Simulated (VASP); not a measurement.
# KCl (P1) in VASP: single point with PBE

Aim: the single point of KCl with PBE.

Program: VASP 6.6.1. These are calculated values, not measurements. Logs are shortened: lines on timing, memory, paths and dates and some standing lists are left out, and cuts for length are marked.

### Step 1. The cell of the first run

The typed cell holds 4 atoms: a = 4.511 Å, b = 4.511 Å, c = 7.813 Å, α = 73.22°, β = 73.22°, γ = 60.00°.

### Step 2. Single point, PBE (atoms displaced along several vibrational modes)

The input, INCAR:

```
SYSTEM = KCl
PREC = Accurate
ENCUT = 520
EDIFF = 1E-6
ISMEAR = 0
SIGMA = 0.05
LREAL = .FALSE.
LASPH = .TRUE.
NELM = 80
ALGO = Normal
ISIF = 2
LWAVE = .FALSE.
LCHARG = .FALSE.
GGA = PE
NBANDS = 24
```

The input, KPOINTS:

```
Automatic mesh
0
G
  6 6 6
  0 0 0
```

The input, POSCAR:

```
KCl
1.0
    0.0000000000     -3.1897839381     -3.1897839381
   -3.1897839381      0.0000000000     -3.1897839381
    3.1897839381      3.1897839381     -6.3795678762
K Cl
2 2
Direct
   -0.0049162179      0.0316040779     -0.0088116815
    0.5577863070      0.4507725590      0.4911883185
    0.7208444202      0.7597185266      0.7597185266
    0.2208444202      0.2597185266      0.2597185266
```

Potentials or basis: VASP PAW PBE potentials, release 64 (K_sv, Cl).

Run with:

```
$ cat potpaw_PBE.64/K_sv/POTCAR potpaw_PBE.64/Cl/POTCAR > POTCAR
$ mpirun -np 1 vasp_std > vasp.out
```

OUTCAR:

```text
SYSTEM = KCl
   PREC = Accurate
   ENCUT = 520
   EDIFF = 1E-6
   ISMEAR = 0
   LREAL = .FALSE.
   LASPH = .TRUE.
   NELM = 80
   ISIF = 2
   GGA = PE

 ion  position               nearest neighbor table
   1  0.995  0.032  0.991-   3 3.06   3 3.06   4 3.17   3 3.22
   2  0.558  0.451  0.491-   4 2.86   3 3.08   4 3.18   3 3.24
   3  0.721  0.760  0.760-   1 3.06   1 3.06   2 3.08   1 3.22   2 3.24
   4  0.221  0.260  0.260-   2 2.86   1 3.17   2 3.18

  LATTYP: Found a trigonal (rhomboedric) cell.
 ALAT       =     7.8133430381
 COS(alpha) =     0.8333333333

  Lattice vectors:

 A1 = (   3.1897839381,   6.3795678762,  -3.1897839381)
 A2 = (   6.3795678762,   3.1897839381,  -3.1897839381)
 A3 = (   3.1897839381,   3.1897839381,  -6.3795678762)

Analysis of symmetry for initial positions (statically):
=====================================================================
 Subroutine PRICEL returns:
 Original cell was already a primitive cell.

 Routine SETGRP: Setting up the symmetry group for a
 trigonal (rhombohedral) supercell.

 Subroutine GETGRP returns: Found  1 space group operations
 (whereof  1 operations were pure point group operations)
 out of a pool of 12 trial point group operations.

The static configuration has the point symmetry C_1 .

Analysis of symmetry for dynamics (positions and initial velocities):
=====================================================================
 Subroutine PRICEL returns:
 Original cell was already a primitive cell.

 Routine SETGRP: Setting up the symmetry group for a
 trigonal (rhombohedral) supercell.

 Subroutine GETGRP returns: Found  1 space group operations
 (whereof  1 operations were pure point group operations)
 out of a pool of 12 trial point group operations.

The dynamic configuration has the point symmetry C_1 .

 Subroutine INISYM returns: Found  1 space group operations
 (whereof  1 operations are pure point group operations),
 and found     1 'primitive' translations

----------------------------------------------------------------------------------------

                                     Primitive cell

  volume of cell :     129.8207

  direct lattice vectors                    reciprocal lattice vectors
[... 88 lines left out ...]
   LASPH  =      T    aspherical Exc in radial PAW
   ENCUT  =  520.0 eV  38.22 Ry    6.18 a.u.   8.39  8.39 14.53*2*pi/ulx,y,z
   NELM   =     80;   NELMIN=  2; NELMDL= -5     # of ELM steps
   EDIFF  = 0.1E-05   stopping-criterion for ELM
   LREAL  =      F    real-space projection
   EDIFFG = 0.1E-04   stopping-criterion for IOM
   NSW    =      0    number of steps for IOM
   IBRION =     -1    ionic relax: 0-MD 1-quasi-New 2-CG
   NFREE  =      0    steps in history (QN), initial steepest desc. (CG)
   ISIF   =      2    stress and relaxation
   ISYM   =      2    0-nonsym 1-usesym 2-fastsym
   POTIM  = 0.5000    time-step for ionic-motion
   TEBEG  =    0.0;   TEEND  =   0.0 temperature during run
   PSTRESS=    0.0 pullay stress
   NELECT =      32.0000    total number of electrons
   NUPDOWN=      -1.0000    fix difference up-down
   EMIN   =  10.00;   EMAX   =-10.00  energy-range for DOS
   EFERMI =   0.00;   METHOD = LEGACY
   ISMEAR =     0;   SIGMA  =   0.05  broadening in eV -4-tet -1-fermi 0-gaus
   EFERMI_NEDOS =   21; number of points for ismear=-14 and -15
   IALGO  =     38    algorithm
   IMIX   =      4    mixing-type and parameters
     AMIX     =   0.40;   BMIX     =  1.00
     AMIX_MAG =   1.60;   BMIX_MAG =  1.00
  volume/ion in A,a.u.               =      32.46       219.02
  Fermi-wavevector in a.u.,A,eV,Ry     =   1.026464  1.939735 14.335473  1.053628
  Thomas-Fermi vector in A             =   2.160358
   LORBIT       =      0    0 simple, 1 ext, 2 COOP (PROOUT), +10 PAW based schemes
   GGA     = PE    functional components
   LHFCALC =     F    Hartree Fock is set to
   AEXX    =    0.0000 exact exchange contribution
   IVDW    =     0    specifies the selected vdW correction
   LEPSILON=     F    determine dielectric tensor
   LRPA    =     F    only Hartree local field effects (RPA)
 non-spin polarized calculation
 Gauss-broadening in eV      SIGMA  =   0.05
  energy-cutoff  :      520.00
  volume of cell :      129.82
 maximum number of plane-waves:      3525
 NGX is ok and might be reduce to    36
   NGX = 17   NGY = 17   NGZ = 29

 number of electron      32.0000000 magnetization

 Free energy of the ion-electron system (eV)
  ---------------------------------------------------
  ext. energy  EPLUGINS =         0.00000000
  ---------------------------------------------------
  free energy    TOTEN  =       -13.51522180 eV

  energy without entropy =      -13.51522180  energy(sigma->0) =      -13.51522180

 E-fermi :  -1.7503     XC(G=0):  -7.3612

 val. band max:       -2.0233715705   @ k =   0.0000   0.0000   0.0000
 cond. band min:       3.0410746638   @ k =   0.0000   0.0000   0.0000
 fundamental gap:      5.0644462343
 Fermi energy:        -1.7502566349

 k-point     1 :       0.0000    0.0000    0.0000
  band No.  band energies     occupation
      1     -29.2891      2.00000
      2     -29.2525      2.00000
      3     -14.2832      2.00000
      4     -14.1076      2.00000
      5     -12.7605      2.00000
      6     -12.7588      2.00000
[... 637 lines left out ...]
     23       7.9599      0.00000
     24       8.4666      0.00000

 [... further k-points ...]

------------------------ aborting loop because EDIFF is reached ----------------------------------------

  FORCE on cell =-STRESS in cart. coord.  units (eV):
  Direction    XX          YY          ZZ          XY          YZ          ZX
  --------------------------------------------------------------------------------------
  -------------------------------------------------------------------------------------
  Total        0.2203747      1.1780142     -0.0269150      0.0713233      0.0017406     -0.0232281
  in kB        2.7197473     14.5384240     -0.3321705      0.8802336      0.0214813     -0.2866694
  external PRESSURE =       5.6420003 kB  Pullay stress =       0.0000000 kB

 VOLUME and BASIS-vectors are now :
 -----------------------------------------------------------------------------
  energy-cutoff  :      520.00
  volume of cell :      129.82
      direct lattice vectors                 reciprocal lattice vectors
     0.000000000 -3.189783938 -3.189783938     0.078375214 -0.235125643 -0.078375214
    -3.189783938  0.000000000 -3.189783938    -0.235125643  0.078375214 -0.078375214
     3.189783938  3.189783938 -6.379567876     0.078375214  0.078375214 -0.078375214

 POSITION                                       TOTAL-FORCE (eV/Angst)
 -----------------------------------------------------------------------------------
      3.06087     -0.01243     -9.59827         0.160692      0.142566      0.034156
      0.12892     -0.21243     -6.35065        -0.135340      0.527278     -0.028724
      0.00000      0.12400     -9.56935        -0.009273     -0.170527      0.007303
      0.00000      0.12400     -3.18978        -0.016079     -0.499317     -0.012735
 -----------------------------------------------------------------------------------
    total drift:                                0.000114     -0.000528     -0.000194

  FREE ENERGIE OF THE ION-ELECTRON SYSTEM (eV)
  ---------------------------------------------------
  free  energy   TOTEN  =       -13.5152218044 eV

  energy  without entropy=      -13.5152218044  energy(sigma->0) =      -13.51522180
```

OSZICAR:

```text
N       E                     dE             d eps       ncg     rms          rms(c)
DAV:   1     0.233316171047E+03    0.23332E+03   -0.14158E+04  5376   0.117E+03
DAV:   2     0.416127245592E+01   -0.22915E+03   -0.21705E+03  6856   0.305E+02
DAV:   3    -0.137400648821E+02   -0.17901E+02   -0.17814E+02  8888   0.727E+01
DAV:   4    -0.141264952542E+02   -0.38643E+00   -0.38574E+00  7784   0.109E+01
DAV:   5    -0.141409032105E+02   -0.14408E-01   -0.14407E-01  8088   0.168E+00    0.473E+00
DAV:   6    -0.135167617896E+02    0.62414E+00   -0.11358E+00  6640   0.424E+00    0.376E+00
DAV:   7    -0.134835077889E+02    0.33254E-01   -0.30705E-01  7080   0.238E+00    0.236E+00
DAV:   8    -0.135130081191E+02   -0.29500E-01   -0.61828E-02  7704   0.138E+00    0.436E-01
DAV:   9    -0.135130468786E+02   -0.38760E-04   -0.51870E-03  7168   0.341E-01    0.154E-01
DAV:  10    -0.135151459336E+02   -0.20991E-02   -0.21592E-03  6824   0.259E-01    0.270E-02
DAV:  11    -0.135152064329E+02   -0.60499E-04   -0.93789E-05  8976   0.449E-02    0.889E-03
DAV:  12    -0.135152186011E+02   -0.12168E-04   -0.90029E-06  6968   0.198E-02    0.349E-03
DAV:  13    -0.135152214521E+02   -0.28510E-05   -0.23786E-06  6176   0.914E-03    0.173E-03
DAV:  14    -0.135152218044E+02   -0.35234E-06   -0.54520E-07  5288   0.497E-03
   1 F= -.13515222E+02 E0= -.13515222E+02  d E =-.303376E-16
```

stdout:

```text
POSCAR found type information on POSCAR K Cl
 POSCAR found :  2 types and       4 ions
 scaLAPACK will be used
 LDA part: xc-table for (Slater+PW92), standard interpolation
 POSCAR, INCAR and KPOINTS ok, starting setup
 FFT: planning ... GRIDC
 FFT: planning ... GRID_SOFT
 FFT: planning ... GRID
 WAVECAR not read
 entering main loop
```

It took 3.4 min on 1 thread of AMD EPYC 9R45 (Zen 5), shared host; peak memory 0.41 GiB.

Results:

```
Free energy            : -13.5152 eV
Pressure               : 0.6 GPa
Largest force          : 0.545 eV/Å
Band gap on the k mesh : 5.06 eV
```

Forces on the atoms (eV/Å):
```
K    0.161  0.143  0.034
K   -0.135  0.527 -0.029
Cl  -0.009 -0.171  0.007
Cl  -0.016 -0.499 -0.013
```

Caveat: the cell differs from its parent crystal (atoms displaced along several vibrational modes).
